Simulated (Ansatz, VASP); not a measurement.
# One calculation of Sc, two programs

```
CELL_PARAMETERS angstrom
3.31201 0.00000 0.00000
-1.65600 2.86828 0.00000
0.00000 0.00000 5.16051
ATOMIC_POSITIONS crystal
Sc 0.33333 0.66667 0.75000
Sc 0.66667 0.33333 0.25000
```

Alike in both runs: functional PBE; k mesh 8 × 8 × 4; occupations gaussian, width 0.05 eV; no spin polarisation.

Ansatz relaxed the structure, and its values are those at the end. VASP's run is a single point on that final structure, the one shown.

|  | VASP | Ansatz |
| --- | --- | --- |
| version | VASP 6.6.1 | Ansatz 0.2.0 |
| potentials or method | VASP PAW PBE potentials, release 64 (Sc_sv), cutoff 500 eV | scalar-relativistic, plane waves, PAW |
| valence electrons in the cell | 22 | 22 |

```csv
,VASP,Ansatz,Ansatz less VASP
gap on the k mesh at the Fermi level (eV),none,none,-
pressure (GPa),0.2,0.2,-0.02
```

A gap of «none» marks a metal or a gap that the smearing closes.
